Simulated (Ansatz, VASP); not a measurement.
LiH in VASP and in Ansatz

POSCAR

```
LiH
1.0
    3.2484041737      0.0000000000      0.0000000000
   -1.6242020869      2.8132005362      0.0000000000
    0.0000000000      0.0000000000      4.0603797256
Li H
2 2
Direct
    0.3333333333      0.6666666667     -0.0625000000
    0.6666666667      0.3333333333      0.4375000000
    0.3333333333      0.6666666667      0.4375000000
    0.6666666667      0.3333333333      0.9375000000
```

The input INCAR.step1:

```
PREC     = Accurate       # precision mode
ENCUT    = 520            # plane-wave cutoff, eV
ISMEAR   = -1             # smearing method
SIGMA    = 0.03           # smearing width, eV
LREAL    = False          # projectors in reciprocal space
LASPH    = True           # aspherical terms in the spheres
NELM     = 60             # most SCF steps
NBANDS   = 12             # bands
GGA      = PE             # functional
ALGO     = Normal         # electronic algorithm
EDIFF    = 1E-4           # SCF threshold, eV
LWAVE    = True           # write WAVECAR
LCHARG   = False          # write CHGCAR
```

INCAR.step2

```
PREC     = Accurate       # precision mode
ENCUT    = 520            # plane-wave cutoff, eV
EDIFF    = 1E-7           # SCF threshold, eV
ISMEAR   = -1             # smearing method
SIGMA    = 0.03           # smearing width, eV
LREAL    = False          # projectors in reciprocal space
LASPH    = True           # aspherical terms in the spheres
NELM     = 60             # most SCF steps
ALGO     = Normal         # electronic algorithm
ISIF     = 2              # what is computed and relaxed
LWAVE    = False          # write WAVECAR
LCHARG   = False          # write CHGCAR
METAGGA  = R2SCAN         # meta-GGA
LMIXTAU  = True         
LUSE_VDW = True         
IVDW_NL  = 2            
BPARAM   = 11.95        
CPARAM   = 0.0093       
NBANDS   = 12             # bands
ISTART   = 1
```

The input KPOINTS:

```
Automatic mesh
0
Gamma
  12 12 8
```

Input for Ansatz:

```yaml
crystal:
  lattice:
    - [3.2484041737, 0.0, 0.0]
    - [-1.6242020869, 2.8132005362, 0.0]
    - [0.0, 0.0, 4.0603797256]
  atoms:
    - { symbol: Li, position: [0.3333333333, 0.6666666667, -0.0625] }
    - { symbol: Li, position: [0.6666666667, 0.3333333333, 0.4375] }
    - { symbol: H, position: [0.3333333333, 0.6666666667, 0.4375] }
    - { symbol: H, position: [0.6666666667, 0.3333333333, 0.9375] }
kpoints:
  mp_grid: { grid: [12, 12, 8] }
  band_path:
    path:
      - [0.0, 0.0, 0.0]
      - [0.5, 0.0, 0.0]
      - [0.3333333333, 0.3333333333, 0.0]
      - [0.0, 0.0, 0.5]
      - [0.5, 0.0, 0.5]
      - [0.3333333333, 0.3333333333, 0.5]
    npoints: 1
hamiltonian:
  xc: r2scan
  dispersion: rvv10
scf:
  occupations: { method: fermi_dirac, width: 0.03 }
  n_extra_bands: 5
output:
  forces: true
  stress: true
  eigenvalues: true
  write_density: true
  write_potential: true
  elf: true
  volumetric_format: npy
```

Alike in both runs: task single point; functional r2SCAN; dispersion rVV10; k mesh 12 × 12 × 8; occupations fermi-dirac, width 0.03 eV; no spin polarisation.

|  | VASP | Ansatz |
| --- | --- | --- |
| version | VASP 6.6.1 | Ansatz 0.2.0 |
| potentials or method | VASP PAW PBE potentials, release 64 (Li_sv, H) | plane waves, PAW |
| plane-wave cutoff (eV) | 520 | 500 |
| valence electrons in the cell | 8 | 8 |

Ansatz gave:

* gap on the k mesh at the Fermi level (eV): 2.28

Estimate VASP's values.

gap on the k mesh at the Fermi level (eV): 2.23.

VASP's potentials were made for PBE, not for r2SCAN.

Noted on VASP's run: the cutoff is short for stress, so the pressure is rough.
